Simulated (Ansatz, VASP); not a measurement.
**SiB6 in VASP and in Ansatz**

```
CELL_PARAMETERS angstrom
4.13000 0.00000 0.00000
0.00000 4.13000 0.00000
0.00000 0.00000 4.13000
ATOMIC_POSITIONS crystal
Si 0.00000 0.00000 0.00000
B 0.21000 0.50000 0.50000
B 0.50000 0.21000 0.50000
B 0.79000 0.50000 0.50000
B 0.50000 0.79000 0.50000
B 0.50000 0.50000 0.21000
B 0.50000 0.50000 0.79000
```

Alike in both runs: task relaxation of cell and atoms; functional PBE; k mesh 4 × 4 × 4; occupations gaussian, width 0.1 eV; no spin polarisation.

```csv
,VASP,Ansatz
version,VASP 6.6.1,Ansatz 0.2.0
potentials or method,"VASP PAW PBE potentials, release 64 (Si, B), cutoff 500 eV","scalar-relativistic, plane waves, PAW"
valence electrons in the cell,22,22
```

Ansatz gave:

* gap on the k mesh at the Fermi level, each at its own relaxed structure (eV): 0.06
* relaxed volume (Å³/atom): 10.09
* relaxed cell length with the largest relative difference (Å): 4.134

Task: Estimate VASP's values.

Result: gap on the k mesh at the Fermi level, each at its own relaxed structure (eV): 0.06; relaxed volume (Å³/atom): 10.07; relaxed cell length with the largest relative difference (Å): 4.131.
